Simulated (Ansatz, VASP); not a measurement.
**Two plane-wave programs on Cu3O2**

```
Cu O
1.0
    -1.97455    1.97455    3.77990
     1.97455   -1.97455    3.77990
     1.97455    1.97455   -3.77990
Cu O
3 2
Direct
  0.25000 0.75000 0.50000
  0.75000 0.25000 0.50000
  0.00000 0.00000 0.00000
  0.00000 0.50000 0.50000
  0.50000 0.00000 0.50000
```

Alike in both runs: task single point; functional LDA; k mesh 14 × 14 × 14; occupations gaussian, width 0.15 eV; no spin polarisation.

|  | VASP | Ansatz |
| --- | --- | --- |
| version | VASP 6.6.1 | Ansatz 0.2.0 |
| potentials or method | VASP PAW LDA potentials, release 64 (Cu, O), cutoff 520 eV | scalar-relativistic, plane waves, PAW |
| valence electrons in the cell | 45 | 69 |

Ansatz gave:

```
gap on the k mesh at the Fermi level (eV)                     : none
pressure (GPa)                                                : -13.1
traceless stress, the component that is largest in VASP (GPa) : -12.70
```

Question: Estimate VASP's values.

Answer: gap on the k mesh at the Fermi level (eV): none; pressure (GPa): -12.2; traceless stress, the component that is largest in VASP (GPa): -12.10.

Ansatz warns that its potentials were made for another functional, while VASP's fit it. LDA's correlation is that of Perdew and Zunger in VASP and of Perdew and Wang (1992) in Ansatz. A gap of «none» marks a metal or a gap that the smearing closes. VASP's potentials hold 45 valence electrons a cell and Ansatz's 69, so a difference there can come from the potentials and not from the codes.
